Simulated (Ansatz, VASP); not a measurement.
## Ta2N: VASP beside Ansatz

Contents of INCAR:

```
ALGO = Normal
EDIFF = 1E-6
ENCUT = 520
GGA = PE
ISIF = 2
ISMEAR = 0
LASPH = True
LCHARG = False
LREAL = False
LWAVE = False
NBANDS = 50
NELM = 60
PREC = Accurate
SIGMA = 0.15
```

KPOINTS

```
k-points
0
Gamma
  9 9 8
```

File POSCAR:

```
Ta2N
1.0
    5.3869773103      0.0000000000      0.0000000000
   -2.6934886551      4.6652592004      0.0000000000
    0.0000000000      0.0000000000      4.8224220882
Ta N
6 3
Direct
    0.6317886868      0.6317886868      0.7528547364
    0.0000000000      0.3682113132      0.7528547364
    0.3682113132      0.0000000000      0.7528547364
    0.3682113132      0.3682113132      0.2471452636
    0.0000000000      0.6317886868      0.2471452636
    0.6317886868      0.0000000000      0.2471452636
    0.6666666667      0.3333333333      0.5000000000
    0.3333333333      0.6666666667      0.5000000000
    0.0000000000      0.0000000000      0.0000000000
```

Input for Ansatz:

```yaml
crystal:
  lattice:
    - [5.3869773103, 0.0, 0.0]
    - [-2.6934886551, 4.6652592004, 0.0]
    - [0.0, 0.0, 4.8224220882]
  atoms:
    - { symbol: Ta, position: [0.6317886868, 0.6317886868, 0.7528547364] }
    - { symbol: Ta, position: [0.0, 0.3682113132, 0.7528547364] }
    - { symbol: Ta, position: [0.3682113132, 0.0, 0.7528547364] }
    - { symbol: Ta, position: [0.3682113132, 0.3682113132, 0.2471452636] }
    - { symbol: Ta, position: [0.0, 0.6317886868, 0.2471452636] }
    - { symbol: Ta, position: [0.6317886868, 0.0, 0.2471452636] }
    - { symbol: "N", position: [0.6666666667, 0.3333333333, 0.5] }
    - { symbol: "N", position: [0.3333333333, 0.6666666667, 0.5] }
    - { symbol: "N", position: [0.0, 0.0, 0.0] }
basis:
  ecutwfc: 520.0
kpoints:
  mp_grid: { grid: [9, 9, 8] }
hamiltonian:
  xc: pbe
  pseudopotentials: { kind: paw, azcp: { folder: soft_1 } }
scf:
  occupations: { method: gaussian, width: 0.15 }
output:
  forces: true
  stress: true
  eigenvalues: true
```

Alike in both runs: task single point; functional PBE; k mesh 9 × 9 × 8; occupations gaussian, width 0.15 eV; no spin polarisation.

|  | VASP | Ansatz |
| --- | --- | --- |
| version | VASP 6.6.1 | Ansatz 0.2.0 |
| potentials or method | VASP PAW PBE potentials, release 64 (Ta_pv, N), cutoff 520 eV | scalar-relativistic, plane waves, PAW |
| valence electrons in the cell | 81 | 93 |

Ansatz gave:

| Quantity | Value |
| --- | --- |
| gap on the k mesh at the Fermi level (eV) | none |
| pressure (GPa) | 9.2 |
| traceless stress, the component that is largest in VASP (GPa) | 7.41 |
| rms of the force components (eV/Å) | 2.093 |

**Question.** Which values does VASP return?

**Answer.** gap on the k mesh at the Fermi level (eV): none; pressure (GPa): 9.7; traceless stress, the component that is largest in VASP (GPa): 7.35; rms of the force components (eV/Å): 2.098.

Atom by atom the forces differ by 0.017 eV/Å (rms over components). A gap of «none» marks a metal or a gap that the smearing closes. VASP's potentials hold 81 valence electrons a cell and Ansatz's 93, so a difference there can come from the potentials and not from the codes.

Spin-orbit coupling is off throughout.
